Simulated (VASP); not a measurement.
# WSe (F-43m) in VASP: further runs

Runs on WSe. Level: PBE+U. Tasks: single point, relaxation of cell and atoms.

Everything below comes from runs of VASP 6.6.1. Logs are shortened: lines on timing, memory, paths and dates and some standing lists are left out, and cuts for length are marked.

### 1 The cell of the first run

The structure is cubic, space group F-43m (No. 216). Conventional cell: a = 6.239 Å, b = 6.239 Å, c = 6.239 Å, α = 90.00°, β = 90.00°, γ = 90.00°. W (site symmetry -43m) has 4 Se at 2.70 Å within 3.6 Å. Se (site symmetry -43m) has 4 W at 2.70 Å within 3.6 Å.

### 2 Single point, PBE+U, collinear spin

INCAR

```
ALGO = Normal
EDIFF = 1E-6
ENCUT = 520
GGA = PE
ISIF = 2
ISMEAR = 0
ISPIN = 2
LASPH = T
LCHARG = F
LDAU = T
LDAUJ = 0 0
LDAUL = 2 -1
LDAUPRINT = 1
LDAUTYPE = 2
LDAUU = 6.2 0
LMAXMIX = 4
LORBIT = 11
LREAL = F
LWAVE = F
MAGMOM = 1.05 0
NBANDS = 21
NELM = 150
PREC = Accurate
SIGMA = 0.1
```

KPOINTS

```
k-points
0
Gamma
  6 6 6
```

POSCAR

```
WSe
1.0
    0.0000000000      3.1194900124      3.1194900124
    3.1194900124      0.0000000000      3.1194900124
    3.1194900124      3.1194900124      0.0000000000
W Se
1 1
Direct
    0.0000000000      0.0000000000      0.0000000000
    0.2500000000      0.2500000000      0.2500000000
```

Potentials or basis: VASP PAW PBE potentials, release 64 (W_sv, Se).

Command:

```console
> cat potpaw_PBE.64/W_sv/POTCAR potpaw_PBE.64/Se/POTCAR > POTCAR
> mpirun -np 1 vasp_std > vasp.out
```

OUTCAR:

```text
EDIFF = 1E-6
   ENCUT = 520
   GGA = PE
   ISIF = 2
   ISMEAR = 0
   ISPIN = 2
   LASPH = T
   LORBIT = 11
   LREAL = F
   NELM = 150
   PREC = Accurate

 ion  position               nearest neighbor table
   1  0.000  0.000  0.000-   2 2.70   2 2.70   2 2.70   2 2.70
   2  0.250  0.250  0.250-   1 2.70   1 2.70   1 2.70   1 2.70

  LATTYP: Found a face centered cubic cell.
 ALAT       =     6.2389800248

  Lattice vectors:

 A1 = (   0.0000000000,   3.1194900124,   3.1194900124)
 A2 = (   3.1194900124,   0.0000000000,   3.1194900124)
 A3 = (   3.1194900124,   3.1194900124,   0.0000000000)

Analysis of symmetry for initial positions (statically):
=====================================================================
 Subroutine PRICEL returns:
 Original cell was already a primitive cell.

 Routine SETGRP: Setting up the symmetry group for a
 face centered cubic supercell.

 Subroutine GETGRP returns: Found 24 space group operations
 (whereof 24 operations were pure point group operations)
 out of a pool of 48 trial point group operations.

The static configuration has the point symmetry T_d .

Analysis of symmetry for dynamics (positions and initial velocities):
=====================================================================
 Subroutine PRICEL returns:
 Original cell was already a primitive cell.

 Routine SETGRP: Setting up the symmetry group for a
 face centered cubic supercell.

 Subroutine GETGRP returns: Found 24 space group operations
 (whereof 24 operations were pure point group operations)
 out of a pool of 48 trial point group operations.

The dynamic configuration has the point symmetry T_d .

Analysis of structural, dynamic, and magnetic symmetry:
=====================================================================
 Subroutine PRICEL returns:
 Original cell was already a primitive cell.

 Routine SETGRP: Setting up the symmetry group for a
 face centered cubic supercell.

 Subroutine GETGRP returns: Found 24 space group operations
 (whereof 24 operations were pure point group operations)
 out of a pool of 48 trial point group operations.

The overall configuration has the point symmetry T_d .

 Subroutine INISYM returns: Found 24 space group operations
 (whereof 24 operations are pure point group operations),
 and found     1 'primitive' translations

----------------------------------------------------------------------------------------

                                     Primitive cell

  volume of cell :      60.7129

  direct lattice vectors                    reciprocal lattice vectors
     0.000000000  3.119490012  3.119490012    -0.160282610  0.160282610  0.160282610
     3.119490012  0.000000000  3.119490012     0.160282610 -0.160282610  0.160282610
     3.119490012  3.119490012  0.000000000     0.160282610  0.160282610 -0.160282610

  length of vectors
     4.411625083  4.411625083  4.411625083     0.277617624  0.277617624  0.277617624

  position of ions in fractional coordinates (direct lattice)
     0.000000000  0.000000000  0.000000000
     0.250000000  0.250000000  0.250000000

  ion indices of the primitive-cell ions
   primitive index   ion index
                 1           1
                 2           2

----------------------------------------------------------------------------------------

 KPOINTS: k-points

Automatic generation of k-mesh.
 Grid dimensions read from file:
[... 55 lines left out ...]
   NELM   =    150;   NELMIN=  2; NELMDL= -5     # of ELM steps
   EDIFF  = 0.1E-05   stopping-criterion for ELM
   LREAL  =      F    real-space projection
[... 7 lines left out ...]
   TEBEG  =    0.0;   TEEND  =   0.0 temperature during run
   PSTRESS=    0.0 pullay stress
   NELECT =      20.0000    total number of electrons
   NUPDOWN=      -1.0000    fix difference up-down
   EMIN   =  10.00;   EMAX   =-10.00  energy-range for DOS
   EFERMI =   0.00;   METHOD = LEGACY
   ISMEAR =     0;   SIGMA  =   0.10  broadening in eV -4-tet -1-fermi 0-gaus
   EFERMI_NEDOS =   21; number of points for ismear=-14 and -15
   IALGO  =     38    algorithm
   IMIX   =      4    mixing-type and parameters
     AMIX     =   0.40;   BMIX     =  1.00
     AMIX_MAG =   1.60;   BMIX_MAG =  1.00
  volume/ion in A,a.u.               =      30.36       204.86
  Fermi-wavevector in a.u.,A,eV,Ry     =   1.130641  2.136601 17.392982  1.278348
  Thomas-Fermi vector in A             =   2.267338
   LORBIT       =     11    0 simple, 1 ext, 2 COOP (PROOUT), +10 PAW based schemes
 LDA+U is selected, type is set to LDAUTYPE =  2
   angular momentum for each species LDAUL =     2   -1
   U (eV)           for each species LDAUU =   6.2  0.0
   J (eV)           for each species LDAUJ =   0.0  0.0
   GGA     = PE    functional components
   LHFCALC =     F    Hartree Fock is set to
   AEXX    =    0.0000 exact exchange contribution
   IVDW    =     0    specifies the selected vdW correction
   LEPSILON=     F    determine dielectric tensor
   LRPA    =     F    only Hartree local field effects (RPA)
 spin polarized calculation
 Gauss-broadening in eV      SIGMA  =   0.10
  energy-cutoff  :      520.00
  volume of cell :       60.71
 maximum number of plane-waves:      1660
 NGX is ok and might be reduce to    36
   NGX = 17   NGY = 17   NGZ = 17

atom =   1  type =  1  l = 2

 onsite density matrix

spin component  1

  0.5959 -0.0000  0.0000 -0.0000 -0.0000
 -0.0000  0.5959 -0.0000 -0.0000 -0.0000
  0.0000 -0.0000  0.7473  0.0000  0.0000
 -0.0000 -0.0000  0.0000  0.5959  0.0000
 -0.0000 -0.0000  0.0000  0.0000  0.7473

spin component  2

  0.0449  0.0000  0.0000 -0.0000  0.0000
  0.0000  0.0449 -0.0000  0.0000 -0.0000
  0.0000 -0.0000  0.0118  0.0000  0.0000
 -0.0000  0.0000  0.0000  0.0449  0.0000
  0.0000 -0.0000  0.0000  0.0000  0.0118

 occupancies and eigenvectors

  o =  0.0118  v =  0.0000  0.0000  0.0000  0.0000  0.0000  0.0000  0.0000 -0.4011 -0.0000  0.9160      0.0000  0.0000  0.0000  0.0000  0.0000  0.0000  0.0000  0.0000  0.0000  0.0000
  o =  0.0118  v =  0.0000  0.0000  0.0000  0.0000  0.0000  0.0000  0.0000  0.9160  0.0000  0.4011      0.0000  0.0000  0.0000  0.0000  0.0000  0.0000  0.0000  0.0000  0.0000  0.0000
  o =  0.0449  v =  0.0000  0.0000  0.0000  0.0000  0.0000  1.0000  0.0000  0.0000  0.0000  0.0000      0.0000  0.0000  0.0000  0.0000  0.0000  0.0000  0.0000  0.0000  0.0000  0.0000
  o =  0.0449  v =  0.0000  0.0000  0.0000  0.0000  0.0000  0.0000  0.9996  0.0000 -0.0287 -0.0000      0.0000  0.0000  0.0000  0.0000  0.0000  0.0000  0.0000  0.0000  0.0000  0.0000
  o =  0.0449  v =  0.0000  0.0000  0.0000  0.0000  0.0000  0.0000  0.0287  0.0000  0.9996  0.0000      0.0000  0.0000  0.0000  0.0000  0.0000  0.0000  0.0000  0.0000  0.0000  0.0000
  o =  0.5959  v =  0.0000  0.8686 -0.0000 -0.4956 -0.0000  0.0000  0.0000  0.0000  0.0000  0.0000      0.0000  0.0000  0.0000  0.0000  0.0000  0.0000  0.0000  0.0000  0.0000  0.0000
  o =  0.5959  v =  0.0000 -0.4956  0.0000 -0.8686  0.0000  0.0000  0.0000  0.0000  0.0000  0.0000      0.0000  0.0000  0.0000  0.0000  0.0000  0.0000  0.0000  0.0000  0.0000  0.0000
  o =  0.5959  v =  1.0000  0.0000  0.0000  0.0000  0.0000  0.0000  0.0000  0.0000  0.0000  0.0000      0.0000  0.0000  0.0000  0.0000  0.0000  0.0000  0.0000  0.0000  0.0000  0.0000
  o =  0.7473  v =  0.0000 -0.0000 -0.9432 -0.0000  0.3322  0.0000  0.0000  0.0000  0.0000  0.0000      0.0000  0.0000  0.0000  0.0000  0.0000  0.0000  0.0000  0.0000  0.0000  0.0000
  o =  0.7473  v =  0.0000  0.0000  0.3322  0.0000  0.9432  0.0000  0.0000  0.0000  0.0000  0.0000      0.0000  0.0000  0.0000  0.0000  0.0000  0.0000  0.0000  0.0000  0.0000  0.0000

 number of electron      20.0000000 magnetization       3.9990052

 Free energy of the ion-electron system (eV)
  ---------------------------------------------------
  ext. energy  EPLUGINS =         0.00000000
  ---------------------------------------------------
  free energy    TOTEN  =        -8.95082079 eV

  energy without entropy =       -8.94337948  energy(sigma->0) =       -8.94710014

 E-fermi :   3.9976     XC(G=0):  -8.9194

 val. band max:        3.9726676409   @ k =  -0.3333   0.3333   0.0000
 cond. band min:       4.1486031361   @ k =   0.5000   0.1667   0.0000
 fundamental gap:      0.1759354952
 Fermi energy:         3.9976218693

 spin component 1

 k-point     1 :       0.0000    0.0000    0.0000
  band No.  band energies     occupation
      1     -70.7673      1.00000
      2     -35.2571      1.00000
      3     -35.2571      1.00000
      4     -35.2571      1.00000
      5     -10.2189      1.00000
      6      -0.9054      1.00000
[... 373 lines left out ...]
     20      14.9936      0.00000
     21      16.1573      0.00000
 Fermi energy:         3.9976218693

 spin component 2

 k-point     1 :       0.0000    0.0000    0.0000
  band No.  band energies     occupation
      1     -69.2909      1.00000
      2     -33.2442      1.00000
      3     -33.2442      1.00000
      4     -33.2442      1.00000
      5     -10.2651      1.00000
      6       0.3887      1.00000
[... 373 lines left out ...]
     20      16.0556      0.00000
     21      16.8789      0.00000

------------------------ aborting loop because EDIFF is reached ----------------------------------------

  FORCE on cell =-STRESS in cart. coord.  units (eV):
  Direction    XX          YY          ZZ          XY          YZ          ZX
  --------------------------------------------------------------------------------------
  -------------------------------------------------------------------------------------
  Total       -0.5684620     -0.5684620     -0.5684620      0.0000000      0.0000000     -0.0000000
  in kB      -15.0013801    -15.0013801    -15.0013801      0.0000000      0.0000000     -0.0000000
  external PRESSURE =     -15.0013801 kB  Pullay stress =       0.0000000 kB

 VOLUME and BASIS-vectors are now :
 -----------------------------------------------------------------------------
  energy-cutoff  :      520.00
  volume of cell :       60.71
      direct lattice vectors                 reciprocal lattice vectors
     0.000000000  3.119490012  3.119490012    -0.160282610  0.160282610  0.160282610
     3.119490012  0.000000000  3.119490012     0.160282610 -0.160282610  0.160282610
     3.119490012  3.119490012  0.000000000     0.160282610  0.160282610 -0.160282610

 POSITION                                       TOTAL-FORCE (eV/Angst)
 -----------------------------------------------------------------------------------
      0.00000      0.00000      0.00000         0.000000     -0.000000      0.000000
      1.55975      1.55975      1.55975        -0.000000      0.000000     -0.000000
 -----------------------------------------------------------------------------------
    total drift:                                0.000000      0.000000      0.000000

  FREE ENERGIE OF THE ION-ELECTRON SYSTEM (eV)
  ---------------------------------------------------
  free  energy   TOTEN  =        -8.9508207926 eV

  energy  without entropy=       -8.9433794810  energy(sigma->0) =       -8.94710014

 total charge

# of ion       s       p       d       tot
------------------------------------------
    1        2.288   6.095   3.401  11.783
    2        1.452   2.343   0.046   3.841
--------------------------------------------------
tot          3.740   8.438   3.446  15.624

 magnetization (x)

# of ion       s       p       d       tot
------------------------------------------
    1        0.107   0.043   3.091   3.241
    2        0.009  -0.251   0.041  -0.201
--------------------------------------------------
tot          0.116  -0.208   3.133   3.041
```

Wall time 58 s (1 thread of AMD EPYC 9R45 (Zen 5), shared host); peak memory 0.22 GiB.

Results:

```
Free energy                                           : -8.9508 eV
Pressure                                              : -1.5 GPa
Band gap on the k mesh                                : zero (filled and empty bands overlap)
Net moment                                            : 4.00 μB per cell
Site moments                                          : W +3.24; Se -0.20 μB
Valence electrons inside the program's atomic spheres : W 11.78; Se 3.84
```

Eigenvalues of the final occupation matrices:
| site | spin | trace | eigenvalues |
| --- | --- | --- | --- |
| site 1 d | 1 | 3.28 | 0.60 0.60 0.60 0.75 0.75 |
| site 1 d | 2 | 0.16 | 0.01 0.01 0.04 0.04 0.04 |

Caveat: spin-orbit coupling is left out, which moves the levels of the heavy elements.

### 3 Relaxation of cell and atoms, PBE+U, collinear spin

This run uses another cell than the first one, of 19.21 Å³/atom.

INCAR

```
SYSTEM = WSe
  PREC = Accurate
  ENCUT = 600
  EDIFF = 1E-7
  ISMEAR = 0
  SIGMA = 0.1
  LREAL = .FALSE.
  LASPH = .TRUE.
  NELM = 150
  ALGO = Normal
  ISIF = 3
  LWAVE = .FALSE.
  LCHARG = .FALSE.
  ISPIN = 2
  MAGMOM = 1.05 0
  LORBIT = 11
  LMAXMIX = 4
  LDAU = .TRUE.
  LDAUTYPE = 2
  LDAUL = 2 -1
  LDAUU = 6.2 0
  LDAUJ = 0 0
  LDAUPRINT = 1
  GGA = PE
  IBRION = 2
  NSW = 100
  EDIFFG = -0.05
```

KPOINTS

```
Automatic mesh
0
G
  6 6 6
  0 0 0
```

POSCAR

```
WSe
1.0
    0.0000000000      2.6782044124      2.6782044124
    2.6782044124      0.0000000000      2.6782044124
    2.6782044124      2.6782044124      0.0000000000
W Se
1 1
Direct
    0.0000000000      0.0000000000      0.0000000000
    0.2500000000      0.2500000000      0.2500000000
```

Potentials or basis: VASP PAW PBE potentials, release 64 (W_sv, Se).

Command:

```console
> cat potpaw_PBE.64/W_sv/POTCAR potpaw_PBE.64/Se/POTCAR > POTCAR
> mpirun -np 1 vasp_std > vasp.out
```

Wall time 84 s (1 thread of AMD EPYC 9R45 (Zen 5), shared host); peak memory 0.17 GiB.

The run converged. Its results:

```yaml
Free_energy: -8.9540 eV
Relaxed_volume: 29.55 Å³/atom
Relaxed_cell: a = 4.372 Å, b = 4.372 Å, c = 4.372 Å, α = 60.00°, β = 60.00°, γ = 60.00°
Space_group_after_relaxing_to_0.1_Å: F-43m (No. 216)
Energy_gained_by_relaxing: 813.4 meV/atom
Ionic_steps: 5
Pressure_after_relaxing: -0.1 GPa
Band_gap_on_the_k_mesh: zero (filled and empty bands overlap)
Net_moment: -4.00 μB per cell
Site_moments: W -3.23; Se +0.19 μB
Valence_electrons_inside_the_program's_atomic_spheres: W 11.80; Se 3.86
```

The path:
```
step  energy change (eV)  largest force (eV/Å)  pressure (GPa)  volume (Å³)
   1              0.0000                0.0000           41.61        38.42
   2             -1.2162                0.0000           -7.42        73.37
   3             -1.6051                0.0000            2.85        56.48
   4             -1.6237                0.0000           -0.96        60.07
   5             -1.6268                0.0000           -0.08        59.11
```

Final structure:
```yaml
crystal:
  lattice:
    - [0.00000, 3.09175, 3.09175]
    - [3.09175, 0.00000, 3.09175]
    - [3.09175, 3.09175, 0.00000]
  atoms:
    - { symbol: W, position: [0.00000, 0.00000, 0.00000] }
    - { symbol: Se, position: [0.25000, 0.25000, 0.25000] }
```

Levels at points of the mesh, in eV from the Fermi level:
Spin up:
```
           k point  band 4  band 5  band 6  band 7  band 8  band 9  band 10  band 11  band 12  band 13
(0.00, 0.00, 0.00)  -37.30  -14.41   -3.73   -3.73   -3.73    0.16     2.88     2.88     5.43     5.43
(0.50, 0.00, 0.00)  -37.30  -14.00   -5.31   -3.65   -3.65    1.83     2.97     2.97     3.30     4.02
(0.50, 0.50, 0.00)  -37.30  -13.86   -5.42   -3.68   -3.68    0.66     1.61     3.67     3.67     4.04
```
Spin down:
```csv
k point,band 9,band 10,band 11,band 12,band 13,band 14,band 15
"(0.00, 0.00, 0.00)",-2.74,-2.74,-1.31,2.10,2.10,2.10,5.18
"(0.50, 0.00, 0.00)",-2.39,-2.39,-1.71,0.43,0.43,1.26,5.68
"(0.50, 0.50, 0.00)",-2.49,-2.44,-2.30,-0.86,-0.86,3.40,4.09
```

Eigenvalues of the final occupation matrices:
```tsv
site	spin	trace	eigenvalues
site 1 d	1	0.17	0.01 0.01 0.05 0.05 0.05
site 1 d	2	3.28	0.60 0.60 0.60 0.74 0.74
```

Caveat: the electronic state changed during the relaxation; the volume moved by over 15 % at a fixed basis, so the end points are rough; spin-orbit coupling is left out, which moves the levels of the heavy elements.

(Part 1 of 2 ends here.)
